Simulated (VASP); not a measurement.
Write the native input for VASP 6.6.1 that does the following.

```
Task                   : single point
Functional             : LDA
Potentials or basis    : VASP PAW LDA potentials, release 64 (Mg, Pb_d, N)
Cutoff                 : 520 eV
k mesh                 : 6 × 6 × 4
Occupations            : fermi-dirac, width 0.05 eV
Spin                   : no spin polarisation
Dipole correction      : no
Further INCAR settings : ALGO = Normal; EDIFF = 1e-07; NBANDS = 22
```

The structure of Mg2PbN2 lies in POSCAR:

```
Mg2PbN2
1.0
    3.5274435103      0.0000000000      0.0000000000
   -1.7637217551      3.0548625996      0.0000000000
    0.0000000000      0.0000000000      6.3859112482
Mg Pb N
2 1 2
Direct
    0.6666666667      0.3333333333      0.1387800000
    0.3333333333      0.6666666667      0.8612200000
    0.0000000000      0.0000000000      0.5000000000
    0.6666666667      0.3333333333      0.7974600000
    0.3333333333      0.6666666667      0.2025500000
```

One way to write it, as run:

INCAR

```
PREC = Accurate ; ENCUT = 520
EDIFF = 1E-7 ; ISMEAR = -1
SIGMA = 0.05 ; LREAL = F
LASPH = T ; NELM = 100
ALGO = Normal ; ISIF = 2
LWAVE = F ; LCHARG = F
NBANDS = 22
```

KPOINTS

```
Automatic mesh
0
Gamma
  6 6 4
```

Potentials or basis: VASP PAW LDA potentials, release 64 (Mg, Pb_d, N).

Launch:

```console
$ cat potpaw_LDA.64/Mg/POTCAR potpaw_LDA.64/Pb_d/POTCAR potpaw_LDA.64/N/POTCAR > POTCAR
$ mpirun -np 1 vasp_std > vasp.out
```

Results of the run:

| Property | Result |
| --- | --- |
| Pressure | 1.2 GPa |
| Largest force | 0.101 eV/Å |
| Band gap on the k mesh | zero (band 14 reaches 6.16 eV, above the bottom of band 15 at 6.00 eV) |

Caveat: spin-orbit coupling is left out, which moves the levels of the heavy elements.

Wall time 24 s on 1 thread of Intel(R) Xeon(R) Platinum 8488C (Sapphire Rapids) (shared host), peak memory 0.18 GiB.
